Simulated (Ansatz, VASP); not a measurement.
**One calculation of In, two programs**

```xyz
1
Lattice="3.2137 0.0000 0.0000 0.0000 3.2137 0.0000 0.0000 0.0000 3.2137" Properties=species:S:1:pos:R:3 pbc="T T T"
In    0.0000    0.0000    0.0000
```

Alike in both runs: functional BLYP; k mesh 10 × 10 × 10; occupations fermi-dirac, width 0.1 eV; no spin polarisation.

Ansatz relaxed the structure, and its values are those at the end. VASP's run is a single point on that final structure, the one shown.

```csv
,VASP,Ansatz
version,VASP 6.6.1,Ansatz 0.2.0
potentials or method,"VASP PAW PBE potentials, release 64 (In_d), cutoff 520 eV","plane waves (420 eV) with PAW, scalar-relativistic"
valence electrons in the cell,13,13
```

```tsv
	VASP	Ansatz	Ansatz less VASP
pressure (GPa)	0.0	0.0	+0.05
```

VASP's potentials were made for PBE, not for BLYP. With one functional, cell and mesh, what is left measures potentials, basis and numerics.
